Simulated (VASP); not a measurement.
# BeZn2Te3 (P6/mmm) in VASP: a series of runs, part 2 of 2

VASP 6.6.1. Earlier steps stand in the parts before.

**3. Single point, PBE**

This run uses another cell than the first one, of 28.61 Å³/atom, 1.072 times its volume.

Input file INCAR:

```
SYSTEM = BeZn2Te3
ALGO = Normal
EDIFF = 1E-7
ENCUT = 520
GGA = PE
ISIF = 2
ISMEAR = 0
LASPH = .TRUE.
LCHARG = .FALSE.
LREAL = .FALSE.
LWAVE = .FALSE.
NBANDS = 31
NELM = 100
PREC = Accurate
SIGMA = 0.1
```

Input file KPOINTS:

```
k-points
0
G
  6 6 4
  0 0 0
```

Input file POSCAR:

```
BeZn2Te3
1.0
    6.9477913868      0.0000000038      0.0000000000
   -3.4738956967      6.0169638393      0.0000000000
    0.0000000000      0.0000000000      4.1069488357
Be Zn Te
1 2 3
Direct
    0.0000000000      0.0000000000      0.0000000000
    0.3333333333      0.6666666667      0.5000000000
    0.6666666667      0.3333333333      0.5000000000
    0.5000000000      0.0000000000      0.0000000000
    0.0000000000      0.5000000000      0.0000000000
    0.5000000000      0.5000000000      0.0000000000
```

Potentials or basis: VASP PAW PBE potentials, release 64 (Be, Zn, Te).

Launch:

```sh
> cat potpaw_PBE.64/Be/POTCAR potpaw_PBE.64/Zn/POTCAR potpaw_PBE.64/Te/POTCAR > POTCAR
> mpirun -np 1 vasp_std > vasp.out
```

OUTCAR:

```text
SYSTEM = BeZn2Te3
   EDIFF = 1E-7
   ENCUT = 520
   GGA = PE
   ISIF = 2
   ISMEAR = 0
   LASPH = .TRUE.
   LREAL = .FALSE.
   NELM = 100
   PREC = Accurate

 ion  position               nearest neighbor table
   1  0.000  0.000  0.000-
   2  0.333  0.667  0.500-   5 2.87   5 2.87   4 2.87   4 2.87   6 2.87   6 2.87
   3  0.667  0.333  0.500-   5 2.87   5 2.87   4 2.87   4 2.87   6 2.87   6 2.87
   4  0.500  0.000  0.000-   2 2.87   3 2.87   2 2.87   3 2.87   5 3.47   5 3.47   6 3.47   6 3.47

   5  0.000  0.500  0.000-   2 2.87   3 2.87   2 2.87   3 2.87   6 3.47   6 3.47   4 3.47   4 3.47

   6  0.500  0.500  0.000-   2 2.87   3 2.87   2 2.87   3 2.87   5 3.47   5 3.47   4 3.47   4 3.47

  LATTYP: Found a hexagonal cell.
 ALAT       =     6.9477913868
 C/A-ratio  =     0.5911157384

  Lattice vectors:

 A1 = (   6.9477913868,   0.0000000038,   0.0000000000)
 A2 = (  -3.4738956967,   6.0169638393,   0.0000000000)
 A3 = (   0.0000000000,   0.0000000000,   4.1069488357)

Analysis of symmetry for initial positions (statically):
=====================================================================
 Subroutine PRICEL returns:
 Original cell was already a primitive cell.

 Routine SETGRP: Setting up the symmetry group for a
 hexagonal supercell.

 Subroutine GETGRP returns: Found 24 space group operations
 (whereof 24 operations were pure point group operations)
 out of a pool of 24 trial point group operations.

The static configuration has the point symmetry D_6h.

Analysis of symmetry for dynamics (positions and initial velocities):
=====================================================================
 Subroutine PRICEL returns:
 Original cell was already a primitive cell.

 Routine SETGRP: Setting up the symmetry group for a
 hexagonal supercell.

 Subroutine GETGRP returns: Found 24 space group operations
 (whereof 24 operations were pure point group operations)
 out of a pool of 24 trial point group operations.

The dynamic configuration has the point symmetry D_6h.

 Subroutine INISYM returns: Found 24 space group operations
 (whereof 24 operations are pure point group operations),
 and found     1 'primitive' translations

----------------------------------------------------------------------------------------

                                     Primitive cell

  volume of cell :     171.6894

  direct lattice vectors                    reciprocal lattice vectors
     6.947791387  0.000000004  0.000000000     0.143930631  0.083098389  0.000000000
    -3.473895697  6.016963839  0.000000000    -0.000000000  0.166196777  0.000000000
     0.000000000  0.000000000  4.106948836     0.000000000  0.000000000  0.243489763

  length of vectors
     6.947791387  6.947791387  4.106948836     0.166196777  0.166196777  0.243489763

  position of ions in fractional coordinates (direct lattice)
     0.000000000  0.000000000  0.000000000
     0.333333333  0.666666667  0.500000000
     0.666666667  0.333333333  0.500000000
     0.500000000  0.000000000  0.000000000
     0.000000000  0.500000000  0.000000000
[... 33 lines left out ...]
 ===========================================

 Found     21 irreducible k-points:

 Following reciprocal coordinates:
            Coordinates               Weight
  0.000000  0.000000  0.000000      1.000000
  0.166667  0.000000  0.000000      6.000000
  0.333333 -0.000000  0.000000      6.000000
  0.500000 -0.000000  0.000000      3.000000
  0.166667  0.166667  0.000000      6.000000
  0.333333  0.166667  0.000000     12.000000
[... 13 lines left out ...]
  0.333333  0.166667  0.500000     12.000000
  0.333333  0.333333  0.500000      2.000000
   k-points           NKPTS =     21   k-points in BZ     NKDIM =     21   number of bands    NBANDS=     31
   number of dos      NEDOS =    301   number of ions     NIONS =      6
   total plane-waves  NPLWV =  93312
   dimension x,y,z NGX =    54 NGY =   54 NGZ =   32
   dimension x,y,z NGXF=   108 NGYF=  108 NGZF=   64
   ions per type =               1   2   3
   NGX,Y,Z   is equivalent  to a cutoff of  12.92, 12.92, 12.95 a.u.
   NGXF,Y,Z  is equivalent  to a cutoff of  25.84, 25.84, 25.91 a.u.
 SYSTEM =  BeZn2Te3
   PREC   = accura    normal or accurate (medium, high low for compatibility)
   ISTART =      0    job   : 0-new  1-cont  2-samecut
   ICHARG =      2    charge: 1-file 2-atom 10-const
   ISPIN  =      1    spin polarized calculation?
   LNONCOLLINEAR =      F non collinear calculations
   LSORBIT =      F    spin-orbit coupling
   LASPH  =      T    aspherical Exc in radial PAW
   ENCUT  =  520.0 eV  38.22 Ry    6.18 a.u.  12.92 12.92  7.64*2*pi/ulx,y,z
   NELM   =    100;   NELMIN=  2; NELMDL= -5     # of ELM steps
   EDIFF  = 0.1E-06   stopping-criterion for ELM
   LREAL  =      F    real-space projection
   EDIFFG = 0.1E-05   stopping-criterion for IOM
   NSW    =      0    number of steps for IOM
   IBRION =     -1    ionic relax: 0-MD 1-quasi-New 2-CG
   NFREE  =      0    steps in history (QN), initial steepest desc. (CG)
   ISIF   =      2    stress and relaxation
   ISYM   =      2    0-nonsym 1-usesym 2-fastsym
   POTIM  = 0.5000    time-step for ionic-motion
   TEBEG  =    0.0;   TEEND  =   0.0 temperature during run
   PSTRESS=    0.0 pullay stress
   NELECT =      44.0000    total number of electrons
   NUPDOWN=      -1.0000    fix difference up-down
   EMIN   =  10.00;   EMAX   =-10.00  energy-range for DOS
   EFERMI =   0.00;   METHOD = LEGACY
   ISMEAR =     0;   SIGMA  =   0.10  broadening in eV -4-tet -1-fermi 0-gaus
   EFERMI_NEDOS =   21; number of points for ismear=-14 and -15
   IALGO  =     38    algorithm
   IMIX   =      4    mixing-type and parameters
     AMIX     =   0.40;   BMIX     =  1.00
     AMIX_MAG =   1.60;   BMIX_MAG =  1.00
  volume/ion in A,a.u.               =      28.61       193.10
  Fermi-wavevector in a.u.,A,eV,Ry     =   1.039867  1.965064 14.712305  1.081324
  Thomas-Fermi vector in A             =   2.174417
   LORBIT       =      0    0 simple, 1 ext, 2 COOP (PROOUT), +10 PAW based schemes
   GGA     = PE    functional components
   LHFCALC =     F    Hartree Fock is set to
   AEXX    =    0.0000 exact exchange contribution
   IVDW    =     0    specifies the selected vdW correction
   LEPSILON=     F    determine dielectric tensor
   LRPA    =     F    only Hartree local field effects (RPA)
 non-spin polarized calculation
 Gauss-broadening in eV      SIGMA  =   0.10
  energy-cutoff  :      520.00
  volume of cell :      171.69
 maximum number of plane-waves:      4665
 NGX is ok and might be reduce to    54
   NGX = 25   NGY = 25   NGZ = 15

 number of electron      43.9999992 magnetization

 Free energy of the ion-electron system (eV)
  ---------------------------------------------------
  ext. energy  EPLUGINS =         0.00000000
  ---------------------------------------------------
  free energy    TOTEN  =       -11.72709183 eV

  energy without entropy =      -11.70243189  energy(sigma->0) =      -11.71476186

 E-fermi :   3.8186     XC(G=0):  -8.8018

 val. band max:        3.8164673060   @ k =   0.3333  -0.0000   0.5000
 cond. band min:       3.8453907523   @ k =   0.1667   0.0000   0.2500
 fundamental gap:      0.0289234462
 Fermi energy:         3.8186069360

 k-point     1 :       0.0000    0.0000    0.0000
  band No.  band energies     occupation
      1      -8.9803      2.00000
      2      -7.0101      2.00000
      3      -7.0101      2.00000
      4      -4.0477      2.00000
      5      -3.5609      2.00000
      6      -3.5609      2.00000
[... 703 lines left out ...]
     30       8.8570      0.00000
     31       8.8570      0.00000

------------------------ aborting loop because EDIFF is reached ----------------------------------------

  FORCE on cell =-STRESS in cart. coord.  units (eV):
  Direction    XX          YY          ZZ          XY          YZ          ZX
  --------------------------------------------------------------------------------------
  -------------------------------------------------------------------------------------
  Total        0.0765635      0.0765635      0.0702423     -0.0000000      0.0000000      0.0000000
  in kB        0.7144783      0.7144783      0.6554900     -0.0000000      0.0000000      0.0000000
  external PRESSURE =       0.6948156 kB  Pullay stress =       0.0000000 kB

 VOLUME and BASIS-vectors are now :
 -----------------------------------------------------------------------------
  energy-cutoff  :      520.00
  volume of cell :      171.69
      direct lattice vectors                 reciprocal lattice vectors
     6.947791387  0.000000004  0.000000000     0.143930631  0.083098389  0.000000000
    -3.473895697  6.016963839  0.000000000    -0.000000000  0.166196777  0.000000000
     0.000000000  0.000000000  4.106948836     0.000000000  0.000000000  0.243489763

 POSITION                                       TOTAL-FORCE (eV/Angst)
 -----------------------------------------------------------------------------------
      0.00000      0.00000      0.00000        -0.000000      0.000000      0.000000
     -0.00000      4.01131      2.05347         0.000000     -0.000000      0.000000
      3.47390      2.00565      2.05347        -0.000000      0.000000      0.000000
      3.47390      0.00000      0.00000        -0.000000      0.000000      0.000000
     -1.73695      3.00848      0.00000        -0.000000      0.000000      0.000000
      1.73695      3.00848      0.00000        -0.000000      0.000000      0.000000
 -----------------------------------------------------------------------------------
    total drift:                                0.000000      0.000000      0.000000

  FREE ENERGIE OF THE ION-ELECTRON SYSTEM (eV)
  ---------------------------------------------------
  free  energy   TOTEN  =       -11.7270918341 eV

  energy  without entropy=      -11.7024318856  energy(sigma->0) =      -11.71476186
```

OSZICAR:

```text
N       E                     dE             d eps       ncg     rms          rms(c)
DAV:   1     0.257140328946E+03    0.25714E+03   -0.18350E+04  1302   0.137E+03
DAV:   2     0.132044312471E+02   -0.24394E+03   -0.23482E+03  1351   0.298E+02
DAV:   3    -0.112871262532E+02   -0.24492E+02   -0.23749E+02  1587   0.944E+01
DAV:   4    -0.120813051767E+02   -0.79418E+00   -0.79208E+00  1528   0.153E+01
DAV:   5    -0.121024447907E+02   -0.21140E-01   -0.21138E-01  1688   0.246E+00    0.111E+01
DAV:   6    -0.117370372466E+02    0.36541E+00   -0.14056E+00  1660   0.195E+01    0.769E+00
DAV:   7    -0.117275778709E+02    0.94594E-02   -0.33426E-01  1470   0.424E+00    0.209E+00
DAV:   8    -0.117273697838E+02    0.20809E-03   -0.89021E-03  1506   0.749E-01    0.284E-01
DAV:   9    -0.117270310358E+02    0.33875E-03   -0.26359E-03  1478   0.271E-01    0.102E-01
DAV:  10    -0.117270524335E+02   -0.21398E-04   -0.51131E-04  1501   0.109E-01    0.411E-02
DAV:  11    -0.117270860080E+02   -0.33574E-04   -0.52618E-05  1491   0.387E-02    0.343E-02
DAV:  12    -0.117270909509E+02   -0.49429E-05   -0.81056E-06  1581   0.147E-02    0.132E-02
DAV:  13    -0.117270913320E+02   -0.38105E-06   -0.49843E-06  1407   0.121E-02    0.918E-03
DAV:  14    -0.117270915487E+02   -0.21678E-06   -0.22941E-07  1416   0.256E-03    0.295E-03
DAV:  15    -0.117270919062E+02   -0.35742E-06   -0.27611E-07  1259   0.301E-03    0.238E-03
DAV:  16    -0.117270918341E+02    0.72060E-07   -0.22737E-08   784   0.183E-03
   1 F= -.11727092E+02 E0= -.11714762E+02  d E =-.246599E-01
```

Wall time 1.7 min (1 thread of Intel Xeon Platinum 8488C (Sapphire Rapids), shared host); peak memory 0.35 GiB.

What came out:

| Property | Result |
| --- | --- |
| Free energy | -11.7271 eV |
| Pressure | 0.1 GPa |
| Band gap on the k mesh | zero (band 22 reaches 4.53 eV, above the bottom of band 23 at 3.55 eV) |

Caveat: the k points lie up to 0.38 Å⁻¹ apart; spin-orbit coupling is left out, which moves the levels of the heavy elements.
